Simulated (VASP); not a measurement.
# InPd (Cm) in VASP: single point with PBE

Aim: the single point of InPd with PBE.

Program: VASP 6.6.1. These are calculated values, not measurements. Logs are shortened: lines on timing, memory, paths and dates and some standing lists are left out, and cuts for length are marked.

### 1 The cell of the first run

Symmetry: Cm, No. 8, monoclinic system. Conventional cell: a = 4.627 Å, b = 4.627 Å, c = 3.272 Å, α = 90.00°, β = 90.00°, γ = 90.00°. In (site symmetry m) has 6 Pd at 2.34 to 3.00 Å within 3.1 Å. Within 3.1 Å of Pd (site symmetry m) lie 6 In at 2.34 to 3.00 Å.

### 2 Single point, PBE (atom 2 (Pd) moved by (-0.450, -0.225) A along [1 1 0] and z)

Contents of INCAR:

```
SYSTEM = InPd
PREC = Accurate
ENCUT = 520
EDIFF = 1E-7
ISMEAR = 0
SIGMA = 0.15
LREAL = .False.
LASPH = .True.
NELM = 100
ALGO = Normal
ISIF = 2
LWAVE = .False.
LCHARG = .False.
GGA = PE
NBANDS = 18
```

Contents of KPOINTS:

```
Automatic mesh
0
Gamma
  14 14 14
  0 0 0
```

Contents of POSCAR:

```
InPd
1.0
    3.2718847800      0.0000000000      0.0000000000
    0.0000000000      3.2718847800      0.0000000000
    0.0000000000      0.0000000000      3.2718847800
In Pd
1 1
Direct
    0.0000000000      0.0000000000      0.0000000000
    0.4027477821      0.4027477821      0.4312322972
```

Potentials or basis: VASP PAW PBE potentials, release 64 (In_d, Pd).

On the command line:

```bash
$ cat potpaw_PBE.64/In_d/POTCAR potpaw_PBE.64/Pd/POTCAR > POTCAR
$ mpirun -np 1 vasp_std > vasp.out
```

OUTCAR:

```text
SYSTEM = InPd
   PREC = Accurate
   ENCUT = 520
   EDIFF = 1E-7
   ISMEAR = 0
   LREAL = .False.
   LASPH = .True.
   NELM = 100
   ISIF = 2
   GGA = PE

 ion  position               nearest neighbor table
   1  0.000  0.000  0.000-   2 2.34   2 2.63   2 2.75   2 2.75   2 3.00   2 3.00   2 3.10   2 3.33

   2  0.403  0.403  0.431-   1 2.34   1 2.63   1 2.75   1 2.75   1 3.00   1 3.00   1 3.10   1 3.33

  LATTYP: Found a simple cubic cell.
 ALAT       =     3.2718847800

  Lattice vectors:

 A1 = (   3.2718847800,   0.0000000000,   0.0000000000)
 A2 = (   0.0000000000,   3.2718847800,   0.0000000000)
 A3 = (   0.0000000000,   0.0000000000,   3.2718847800)

Analysis of symmetry for initial positions (statically):
=====================================================================
 Subroutine PRICEL returns:
 Original cell was already a primitive cell.

 Routine SETGRP: Setting up the symmetry group for a
 simple cubic supercell.

 Subroutine GETGRP returns: Found  2 space group operations
 (whereof  2 operations were pure point group operations)
 out of a pool of 48 trial point group operations.

The static configuration has the point symmetry C_1h.

Analysis of symmetry for dynamics (positions and initial velocities):
=====================================================================
 Subroutine PRICEL returns:
 Original cell was already a primitive cell.

 Routine SETGRP: Setting up the symmetry group for a
 simple cubic supercell.

 Subroutine GETGRP returns: Found  2 space group operations
 (whereof  2 operations were pure point group operations)
 out of a pool of 48 trial point group operations.

The dynamic configuration has the point symmetry C_1h.

 Subroutine INISYM returns: Found  2 space group operations
 (whereof  2 operations are pure point group operations),
 and found     1 'primitive' translations

----------------------------------------------------------------------------------------

                                     Primitive cell

  volume of cell :      35.0263

  direct lattice vectors                    reciprocal lattice vectors
     3.271884780  0.000000000  0.000000000     0.305634234  0.000000000  0.000000000
     0.000000000  3.271884780  0.000000000     0.000000000  0.305634234  0.000000000
     0.000000000  0.000000000  3.271884780     0.000000000  0.000000000  0.305634234

  length of vectors
     3.271884780  3.271884780  3.271884780     0.305634234  0.305634234  0.305634234
[... 73 lines left out ...]
   ISTART =      0    job   : 0-new  1-cont  2-samecut
   ICHARG =      2    charge: 1-file 2-atom 10-const
   ISPIN  =      1    spin polarized calculation?
   LNONCOLLINEAR =      F non collinear calculations
   LSORBIT =      F    spin-orbit coupling
   LASPH  =      T    aspherical Exc in radial PAW
   ENCUT  =  520.0 eV  38.22 Ry    6.18 a.u.   6.08  6.08  6.08*2*pi/ulx,y,z
   NELM   =    100;   NELMIN=  2; NELMDL= -5     # of ELM steps
   EDIFF  = 0.1E-06   stopping-criterion for ELM
   LREAL  =      F    real-space projection
   EDIFFG = 0.1E-05   stopping-criterion for IOM
   NSW    =      0    number of steps for IOM
   IBRION =     -1    ionic relax: 0-MD 1-quasi-New 2-CG
   NFREE  =      0    steps in history (QN), initial steepest desc. (CG)
   ISIF   =      2    stress and relaxation
   ISYM   =      2    0-nonsym 1-usesym 2-fastsym
   POTIM  = 0.5000    time-step for ionic-motion
   TEBEG  =    0.0;   TEEND  =   0.0 temperature during run
   PSTRESS=    0.0 pullay stress
   NELECT =      23.0000    total number of electrons
   NUPDOWN=      -1.0000    fix difference up-down
   EMIN   =  10.00;   EMAX   =-10.00  energy-range for DOS
   EFERMI =   0.00;   METHOD = LEGACY
   ISMEAR =     0;   SIGMA  =   0.15  broadening in eV -4-tet -1-fermi 0-gaus
   EFERMI_NEDOS =   21; number of points for ismear=-14 and -15
   IALGO  =     38    algorithm
   IMIX   =      4    mixing-type and parameters
     AMIX     =   0.40;   BMIX     =  1.00
     AMIX_MAG =   1.60;   BMIX_MAG =  1.00
  volume/ion in A,a.u.               =      17.51       118.18
  Fermi-wavevector in a.u.,A,eV,Ry     =   1.422938  2.688964 27.548447  2.024754
  Thomas-Fermi vector in A             =   2.543589
   LORBIT       =      0    0 simple, 1 ext, 2 COOP (PROOUT), +10 PAW based schemes
   GGA     = PE    functional components
   LHFCALC =     F    Hartree Fock is set to
   AEXX    =    0.0000 exact exchange contribution
   IVDW    =     0    specifies the selected vdW correction
   LEPSILON=     F    determine dielectric tensor
   LRPA    =     F    only Hartree local field effects (RPA)
 non-spin polarized calculation
 Gauss-broadening in eV      SIGMA  =   0.15
  energy-cutoff  :      520.00
  volume of cell :       35.03
 maximum number of plane-waves:       968
   NGX = 13   NGY = 13   NGZ = 13

 number of electron      22.9999989 magnetization

 Free energy of the ion-electron system (eV)
  ---------------------------------------------------
  ext. energy  EPLUGINS =         0.00000000
  ---------------------------------------------------
  free energy    TOTEN  =        -7.96729805 eV

  energy without entropy =       -7.95963427  energy(sigma->0) =       -7.96346616

 E-fermi :  10.5619     XC(G=0): -12.1675

 val. band max:       10.5603918027   @ k =   0.0714   0.3571   0.2857
 cond. band min:      10.5637521412   @ k =  -0.2857   0.5000   0.4286
 fundamental gap:      0.0033603385
 Fermi energy:        10.5618858131

 k-point     1 :       0.0000    0.0000    0.0000
  band No.  band energies     occupation
      1      -4.5131      2.00000
      2      -4.5033      2.00000
      3      -4.2344      2.00000
      4      -4.0483      2.00000
      5      -4.0343      2.00000
      6       0.4436      2.00000
[... 481 lines left out ...]
      5      -4.0490      2.00000
      6       0.8427      2.00000
[... 10 lines left out ...]
     17      22.6907      0.00000
     18      25.5316      0.00000

 [... further k-points ...]
[... 5 lines left out ...]
  --------------------------------------------------------------------------------------
  -------------------------------------------------------------------------------------
  Total        3.7520845      3.7520845      4.5021159      2.6600380      2.2170391      2.2170391
  in kB      171.6284154    171.6284154    205.9364637    121.6758586    101.4121342    101.4121377
  external PRESSURE =     183.0644315 kB  Pullay stress =       0.0000000 kB

 VOLUME and BASIS-vectors are now :
 -----------------------------------------------------------------------------
  energy-cutoff  :      520.00
  volume of cell :       35.03
      direct lattice vectors                 reciprocal lattice vectors
     3.271884780  0.000000000  0.000000000     0.305634234  0.000000000  0.000000000
     0.000000000  3.271884780  0.000000000     0.000000000  0.305634234  0.000000000
     0.000000000  0.000000000  3.271884780     0.000000000  0.000000000  0.305634234

 POSITION                                       TOTAL-FORCE (eV/Angst)
 -----------------------------------------------------------------------------------
      0.00000      0.00000      0.00000        -2.511008     -2.511008     -2.125311
      1.31774      1.31774      1.41094         2.511008      2.511008      2.125311
 -----------------------------------------------------------------------------------
    total drift:                               -0.000124     -0.000124      0.000019

  FREE ENERGIE OF THE ION-ELECTRON SYSTEM (eV)
  ---------------------------------------------------
  free  energy   TOTEN  =        -7.9672980535 eV

  energy  without entropy=       -7.9596342699  energy(sigma->0) =       -7.96346616
```

OSZICAR:

```text
N       E                     dE             d eps       ncg     rms          rms(c)
DAV:   1     0.170414306884E+03    0.17041E+03   -0.11178E+04 27300   0.167E+03
DAV:   2     0.113496224394E+01   -0.16928E+03   -0.16255E+03 27216   0.368E+02
DAV:   3    -0.800436382965E+01   -0.91393E+01   -0.90611E+01 30974   0.908E+01
DAV:   4    -0.820661592440E+01   -0.20225E+00   -0.20211E+00 31972   0.121E+01
DAV:   5    -0.821626616808E+01   -0.96502E-02   -0.96497E-02 36090   0.256E+00    0.749E+00
DAV:   6    -0.801959813036E+01    0.19667E+00   -0.28013E-01 33202   0.750E+00    0.375E+00
DAV:   7    -0.797209367523E+01    0.47504E-01   -0.94662E-02 40770   0.489E+00    0.122E+00
DAV:   8    -0.796819449313E+01    0.38992E-02   -0.13532E-02 28248   0.112E+00    0.481E-01
DAV:   9    -0.796730453465E+01    0.88996E-03   -0.23216E-03 35000   0.642E-01    0.970E-02
DAV:  10    -0.796729828200E+01    0.62527E-05   -0.10662E-04 35320   0.172E-01    0.338E-02
DAV:  11    -0.796729750510E+01    0.77690E-06   -0.10852E-05 28796   0.267E-02    0.102E-02
DAV:  12    -0.796729808323E+01   -0.57813E-06   -0.98518E-07 32756   0.938E-03    0.235E-03
DAV:  13    -0.796729805353E+01    0.29700E-07   -0.36718E-08 15136   0.166E-03
   1 F= -.79672981E+01 E0= -.79634662E+01  d E =-.766378E-02
```

Run time: 2.5 min. Hardware: 1 thread of Intel Xeon Platinum 8124M at 3.00GHz (Skylake/Cascade Lake), shared host; peak memory 0.55 GiB.

Results:

* Free energy: -7.9673 eV
* Pressure: 18.3 GPa
* Largest force: 4.139 eV/Å

Forces on the atoms (eV/Å):
```
In  -2.511 -2.511 -2.125
Pd   2.511  2.511  2.125
```

Levels at points of the mesh, in eV from the Fermi level:
```csv
k point,band 8,band 9,band 10,band 11,band 12,band 13,band 14,band 15,band 16,band 17
"(0.00, 0.00, 0.00)",-4.15,-2.60,-2.53,-2.52,4.55,4.76,4.82,8.76,10.02,10.23
"(0.50, 0.00, 0.00)",-3.96,-3.41,-3.26,-2.49,-1.25,8.02,8.49,10.16,10.49,11.21
"(0.00, 0.00, 0.50)",-3.92,-3.40,-3.25,-2.45,-1.33,7.92,8.33,9.98,10.26,11.39
"(0.50, 0.50, 0.00)",-3.04,-3.04,-2.23,-1.92,-1.91,1.25,2.35,9.96,11.46,12.05
"(0.00, 0.50, 0.50)",-3.19,-3.07,-2.15,-1.94,-1.91,1.29,2.35,10.00,11.69,12.13
"(0.50, 0.50, 0.50)",-4.98,-1.93,-1.90,0.11,2.45,2.90,3.28,4.89,5.28,5.64
```

Caveat: the cell differs from its parent crystal (atom 2 (Pd) moved by (-0.450, -0.225) A along [1 1 0] and z); spin-orbit coupling is left out, which moves the levels of the heavy elements; forces of over 1 eV/Å act on the atoms, so gaps and moduli don't describe the material at rest.
